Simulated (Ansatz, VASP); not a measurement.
**One calculation of Cu, two programs**

POSCAR

```
Cu
1.0
    2.5087560300      0.0000000000      0.0000000000
   -1.2543775200      2.1726460800      0.0000000000
    0.0000000000      0.0000000000      4.1960728497
Cu
2
Direct
    0.3333333333      0.6666666667      0.2500000000
    0.6666666667      0.3333333333      0.7500000000
```

INCAR.step1

```
SYSTEM = Cu
PREC = Accurate
ENCUT = 520
ISMEAR = -1
SIGMA = 0.1
LREAL = .FALSE.
LASPH = .TRUE.
NELM = 100
NBANDS = 18
GGA = PE
ALGO = Normal
EDIFF = 1E-4
LWAVE = .TRUE.
LCHARG = .FALSE.
```

Contents of INCAR.step2:

```
SYSTEM = Cu
PREC = Accurate
ENCUT = 520
EDIFF = 1E-7
ISMEAR = -1
SIGMA = 0.1
LREAL = .FALSE.
LASPH = .TRUE.
NELM = 100
ALGO = Normal
ISIF = 2
LWAVE = .FALSE.
LCHARG = .TRUE.
METAGGA = R2SCAN
LMIXTAU = .TRUE.
LELF = .TRUE.
LVHAR = .TRUE.
NBANDS = 18
ISTART = 1
```

Contents of KPOINTS:

```
Automatic mesh
0
G
  16 16 9
  0 0 0
```

Input for Ansatz:

```yaml
crystal:
  lattice:
    - [2.50875603, 0.0, 0.0]
    - [-1.25437752, 2.1726460800000003, 0.0]
    - [0.0, 0.0, 4.196072849709213]
  atoms:
    - { symbol: Cu, position: [0.3333333333333333, 0.6666666666666666, 0.25] }
    - { symbol: Cu, position: [0.6666666666666666, 0.3333333333333333, 0.75] }
basis:
  ecutwfc: 520.0
kpoints:
  mp_grid:
    grid: [16, 16, 9]
hamiltonian:
  xc: r2scan
scf:
  occupations:
    method: fermi_dirac
    width: 0.1
output:
  stress: true
```

Alike in both runs: task single point; functional r2SCAN; k mesh 16 × 16 × 9; occupations fermi-dirac, width 0.1 eV; no spin polarisation.

|  | VASP | Ansatz |
| --- | --- | --- |
| version | VASP 6.6.1 | Ansatz 0.2.0 |
| potentials or method | VASP PAW PBE potentials, release 64 (Cu), cutoff 520 eV | plane waves, PAW |
| valence electrons in the cell | 22 | 38 |

VASP gave:

```
pressure (GPa)                                                : 1.1
traceless stress, the component that is largest in VASP (GPa) : -2.91
```

Which values does Ansatz return?

Pressure (GPa): 0.4; traceless stress, the component that is largest in VASP (GPa): -2.93.

VASP's potentials were made for PBE, not for r2SCAN. The functional is the same, so the differences come from potentials, cutoffs and numerics. VASP's potentials hold 22 valence electrons a cell and Ansatz's 38, so a difference there can come from the potentials and not from the codes. Ansatz's warnings: structure snapped to symmetry.
